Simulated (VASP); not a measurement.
Here is a VASP 6.6.1 calculation.

INCAR

```
SYSTEM = TaBe3Al
PREC     = Accurate       ! precision mode
ENCUT    = 600            ! plane-wave cutoff, eV
EDIFF    = 1E-6           ! SCF threshold, eV
ISMEAR   = 0              ! smearing method
SIGMA    = 0.1            ! smearing width, eV
LREAL    = .False.        ! projectors in reciprocal space
LASPH    = .True.         ! aspherical terms in the spheres
NELM     = 80             ! most SCF steps
ALGO     = Fast           ! electronic algorithm
ISIF     = 3              ! what is computed and relaxed
LWAVE    = .False.        ! write WAVECAR
LCHARG   = .False.        ! write CHGCAR
GGA      = PE             ! functional
IBRION   = 2              ! ionic algorithm
NSW      = 100            ! ionic steps
EDIFFG   = -0.01          ! ionic threshold
```

Contents of KPOINTS:

```
regular mesh
0
Gamma
  8 8 8
  0 0 0
```

POSCAR

```
TaBe3Al
1.0
    4.4406490277      0.0000000000      0.0000000000
    0.0000000000      4.4406490277      0.0000000000
    0.0000000000      0.0000000000      4.4406490277
Ta Be Al
1 3 1
Direct
    0.5000000000      0.5000000000      0.5000000000
    0.0000000000      0.5000000000      0.5000000000
    0.5000000000      0.0000000000      0.5000000000
    0.5000000000      0.5000000000      0.0000000000
    0.0000000000      0.0000000000      0.0000000000
```

Potentials or basis: VASP PAW PBE potentials, release 64 (Ta_pv, Be, Al).

Launch:

```bash
$ cat potpaw_PBE.64/Ta_pv/POTCAR potpaw_PBE.64/Be/POTCAR potpaw_PBE.64/Al/POTCAR > POTCAR
$ mpirun -np 1 vasp_std > vasp.out
```

(1) Estimate the relaxed volume.

(2) Estimate the space group after relaxing (to 0.05 Å).

Results:

(1) 17.61 Å³/atom.

(2) Pm-3m (No. 221).
